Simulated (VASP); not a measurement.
# Be (I4/mmm) in VASP: single point with PBE

Aim: the single point of Be with PBE.

All numbers are computed with VASP 6.6.1; they aren't measurements. Logs are shortened: lines on timing, memory, paths and dates and some standing lists are left out, and cuts for length are marked.

## 1. The cell of the first run

The typed cell holds 1 atom: a = 2.232 Å, b = 2.232 Å, c = 2.232 Å, α = 119.98°, β = 119.98°, γ = 90.04°.

This isn't the form of Be at room conditions, which is hcp.

## 2. Single point, PBE

The input, POSCAR:

```
Be
1.0
   -1.1165551103      1.1165551103      1.5780297674
    1.1165551103     -1.1165551103      1.5780297674
    1.1165551103      1.1165551103     -1.5780297674
Be
1
Direct
    0.5000000000      0.5000000000      0.0000000000
```

The input, INCAR.step1:

```
SYSTEM = Be
  PREC = Accurate
  ENCUT = 520
  EDIFF = 1E-7
  ISMEAR = 0
  SIGMA = 0.1
  LREAL = .FALSE.
  LASPH = .TRUE.
  NELM = 100
  ALGO = Fast
  ISIF = 2
  LWAVE = .FALSE.
  LCHARG = .TRUE.
  GGA = PE
  NBANDS = 7
```

The input, KPOINTS.step1:

```
Automatic mesh
0
G
  34 34 34
  0 0 0
```

The input, INCAR.step2:

```
SYSTEM = Be
  PREC = Accurate
  ENCUT = 520
  EDIFF = 1E-7
  ISMEAR = -5
  SIGMA = 0.1
  LREAL = .FALSE.
  LASPH = .TRUE.
  NELM = 100
  ALGO = Fast
  ISIF = 2
  LWAVE = .FALSE.
  LCHARG = .FALSE.
  GGA = PE
  LORBIT = 11
  NEDOS = 2001
  ICHARG = 11
```

The input, KPOINTS.step2:

```
Automatic mesh
0
G
  51 51 51
  0 0 0
```

Potentials or basis: VASP PAW PBE potentials, release 64 (Be).

The run is started by

```sh
> cat potpaw_PBE.64/Be/POTCAR > POTCAR
> cp INCAR.step1 INCAR
> cp KPOINTS.step1 KPOINTS
> mpirun -np 1 vasp_std > vasp.out
> cp INCAR.step2 INCAR
> cp KPOINTS.step2 KPOINTS
> mpirun -np 1 vasp_std > vasp.out
```

OUTCAR:

```text
SYSTEM = Be
   PREC = Accurate
   ENCUT = 520
   EDIFF = 1E-7
   ISMEAR = -5
   LREAL = .FALSE.
   LASPH = .TRUE.
   NELM = 100
   ISIF = 2
   GGA = PE
   LORBIT = 11
   ICHARG = 11

 ion  position               nearest neighbor table
   1  0.500  0.500  0.000-

  LATTYP: Found a body centered tetragonal cell.
 ALAT       =     2.2331102206
 C/A-ratio  =     1.4133021763

  Lattice vectors:

 A1 = (  -1.1165551103,   1.1165551103,   1.5780297674)
 A2 = (   1.1165551103,  -1.1165551103,   1.5780297674)
 A3 = (   1.1165551103,   1.1165551103,  -1.5780297674)

Analysis of symmetry for initial positions (statically):
=====================================================================
 Subroutine PRICEL returns:
 Original cell was already a primitive cell.

 Routine SETGRP: Setting up the symmetry group for a
 body centered tetragonal supercell.

 Subroutine GETGRP returns: Found 16 space group operations
 (whereof 16 operations were pure point group operations)
 out of a pool of 16 trial point group operations.

The static configuration has the point symmetry D_4h.

Analysis of symmetry for dynamics (positions and initial velocities):
=====================================================================
 Subroutine PRICEL returns:
 Original cell was already a primitive cell.

 Routine SETGRP: Setting up the symmetry group for a
 body centered tetragonal supercell.

 Subroutine GETGRP returns: Found 16 space group operations
 (whereof 16 operations were pure point group operations)
 out of a pool of 16 trial point group operations.

The dynamic configuration has the point symmetry D_4h.

 Subroutine INISYM returns: Found 16 space group operations
 (whereof 16 operations are pure point group operations),
 and found     1 'primitive' translations

----------------------------------------------------------------------------------------

                                     Primitive cell

  volume of cell :       7.8693

  direct lattice vectors                    reciprocal lattice vectors
    -1.116555110  1.116555110  1.578029767     0.000000000  0.447805930  0.316850804
     1.116555110 -1.116555110  1.578029767     0.447805930  0.000000000  0.316850804
     1.116555110  1.116555110 -1.578029767     0.447805930  0.447805930  0.000000000

[... 77 lines left out ...]
   ISPIN  =      1    spin polarized calculation?
   LNONCOLLINEAR =      F non collinear calculations
   LSORBIT =      F    spin-orbit coupling
   LASPH  =      T    aspherical Exc in radial PAW
   ENCUT  =  520.0 eV  38.22 Ry    6.18 a.u.   4.15  4.15  4.15*2*pi/ulx,y,z
   NELM   =    100;   NELMIN=  2; NELMDL=  0     # of ELM steps
   EDIFF  = 0.1E-06   stopping-criterion for ELM
   LREAL  =      F    real-space projection
   EDIFFG = 0.1E-05   stopping-criterion for IOM
   NSW    =      0    number of steps for IOM
   IBRION =     -1    ionic relax: 0-MD 1-quasi-New 2-CG
   NFREE  =      0    steps in history (QN), initial steepest desc. (CG)
   ISIF   =      2    stress and relaxation
   ISYM   =      2    0-nonsym 1-usesym 2-fastsym
   POTIM  = 0.5000    time-step for ionic-motion
   TEBEG  =    0.0;   TEEND  =   0.0 temperature during run
   PSTRESS=    0.0 pullay stress
   NELECT =       2.0000    total number of electrons
   NUPDOWN=      -1.0000    fix difference up-down
   EMIN   =  10.00;   EMAX   =-10.00  energy-range for DOS
   EFERMI =   0.00;   METHOD = LEGACY
   ISMEAR =    -5;   SIGMA  =   0.10  broadening in eV -4-tet -1-fermi 0-gaus
   EFERMI_NEDOS =   21; number of points for ismear=-14 and -15
   IALGO  =     68    algorithm
   IMIX   =      4    mixing-type and parameters
     AMIX     =   0.40;   BMIX     =  1.00
     AMIX_MAG =   1.60;   BMIX_MAG =  1.00
  volume/ion in A,a.u.               =       7.87        53.10
  Fermi-wavevector in a.u.,A,eV,Ry     =   1.036986  1.959620 14.630895  1.075340
  Thomas-Fermi vector in A             =   2.171403
   LORBIT       =     11    0 simple, 1 ext, 2 COOP (PROOUT), +10 PAW based schemes
   GGA     = PE    functional components
   LHFCALC =     F    Hartree Fock is set to
   AEXX    =    0.0000 exact exchange contribution
   IVDW    =     0    specifies the selected vdW correction
   LEPSILON=     F    determine dielectric tensor
   LRPA    =     F    only Hartree local field effects (RPA)
 non-spin polarized calculation
 RMM-DIIS sequential band-by-band and
 Fermi weights with tetrahedron method with Bloechl corrections
  energy-cutoff  :      520.00
  volume of cell :        7.87
 maximum number of plane-waves:       222
 NGX is ok and might be reduce to    18

 number of electron       2.0000000 magnetization

 Free energy of the ion-electron system (eV)
  ---------------------------------------------------
  ext. energy  EPLUGINS =         0.00000000
  ---------------------------------------------------
  free energy    TOTEN  =        -3.68604554 eV

  energy without entropy =       -3.68604554  energy(sigma->0) =       -3.68604554

 E-fermi :   7.6356     XC(G=0): -10.6255

 val. band max:        7.6422149018   @ k =  -0.4314   0.4314   0.2941
 cond. band min:       7.5811362856   @ k =   0.3333   0.3137   0.0784
 fundamental gap:     -0.0610786162
 Fermi energy:         7.6355895434

 k-point     1 :       0.0000    0.0000    0.0000
  band No.  band energies     occupation
      1      -4.3174      2.00000
      2      27.0107      0.00000
      3      27.0115      0.00000
      4      27.0115      0.00000
      5      36.6856      0.00000
[... 177 lines left out ...]
 k-point    24 :       0.4510    0.0000   -0.0000
  band No.  band energies     occupation
      1       1.8076      2.00000
      2       8.2191      0.00000
      3      24.0977      0.00000
      4      24.1160      0.00000
      5      33.9945      0.00000

 [... further k-points ...]
[... 5 lines left out ...]
  --------------------------------------------------------------------------------------
  -------------------------------------------------------------------------------------
  Total        0.0027888      0.0027888      0.0077774      0.0000000      0.0000000      0.0000000
  in kB        0.5677866      0.5677866      1.5834694      0.0000000      0.0000000      0.0000000
  external PRESSURE =       0.9063475 kB  Pullay stress =       0.0000000 kB

 VOLUME and BASIS-vectors are now :
 -----------------------------------------------------------------------------
  energy-cutoff  :      520.00
  volume of cell :        7.87
      direct lattice vectors                 reciprocal lattice vectors
    -1.116555110  1.116555110  1.578029767     0.000000000  0.447805930  0.316850804
     1.116555110 -1.116555110  1.578029767     0.447805930  0.000000000  0.316850804
     1.116555110  1.116555110 -1.578029767     0.447805930  0.447805930  0.000000000

 POSITION                                       TOTAL-FORCE (eV/Angst)
 -----------------------------------------------------------------------------------
      0.00000      0.00000      1.57803         0.000000      0.000000      0.000000
 -----------------------------------------------------------------------------------
    total drift:                               -0.000000     -0.000000      0.000000

  FREE ENERGIE OF THE ION-ELECTRON SYSTEM (eV)
  ---------------------------------------------------
  free  energy   TOTEN  =        -3.6860455413 eV

  energy  without entropy=       -3.6860455413  energy(sigma->0) =       -3.68604554

 total charge

# of ion       s       p       d       tot
------------------------------------------
    1        0.393   0.783   0.000   1.177
```

OUTCAR.step1:

```text
SYSTEM = Be
   PREC = Accurate
   ENCUT = 520
   EDIFF = 1E-7
   ISMEAR = 0
   LREAL = .FALSE.
   LASPH = .TRUE.
   NELM = 100
[... 459 lines left out ...]
 -----------------------------------------------------------------------------------
      0.00000      0.00000      1.57803         0.000000     -0.000000      0.000000
 -----------------------------------------------------------------------------------
    total drift:                               -0.000000     -0.000000     -0.000000

  FREE ENERGIE OF THE ION-ELECTRON SYSTEM (eV)
  ---------------------------------------------------
  free  energy   TOTEN  =        -3.6860387418 eV

  energy  without entropy=       -3.6853894981  energy(sigma->0) =       -3.68571412
```

OSZICAR.step1:

```text
N       E                     dE             d eps       ncg     rms          rms(c)
DAV:   1    -0.267954438234E+01   -0.26795E+01   -0.91316E+02 42406   0.229E+02
DAV:   2    -0.371528235611E+01   -0.10357E+01   -0.99923E+00 55384   0.227E+01
DAV:   3    -0.371666078657E+01   -0.13784E-02   -0.13782E-02 47649   0.727E-01
DAV:   4    -0.371666093734E+01   -0.15077E-06   -0.15099E-06 60508   0.757E-03
DAV:   5    -0.371666093861E+01   -0.12688E-08   -0.74307E-11 47551   0.219E-05    0.790E-01
RMM:   6    -0.369459836615E+01    0.22063E-01   -0.22216E-03 39821   0.475E-01    0.487E-01
RMM:   7    -0.368603216494E+01    0.85662E-02   -0.24419E-03 41262   0.467E-01    0.214E-02
RMM:   8    -0.368603870187E+01   -0.65369E-05   -0.11433E-04 43415   0.842E-02    0.724E-03
RMM:   9    -0.368603965719E+01   -0.95532E-06   -0.25565E-06 45958   0.114E-02    0.168E-03
RMM:  10    -0.368603917349E+01    0.48370E-06   -0.19663E-07 45023   0.350E-03    0.120E-03
RMM:  11    -0.368603871563E+01    0.45786E-06   -0.47036E-08 41193   0.163E-03    0.198E-04
RMM:  12    -0.368603874179E+01   -0.26163E-07   -0.33081E-09 35343   0.655E-04
   1 F= -.36860387E+01 E0= -.36857141E+01  d E =-.649244E-03
```

Wall time 3.9 min (1 thread of Intel Xeon 6975P-C (Granite Rapids), shared host); peak memory 0.62 GiB.

Results:

| Quantity | Value |
| --- | --- |
| Valence electrons inside the program's atomic spheres | Be 1.18 |
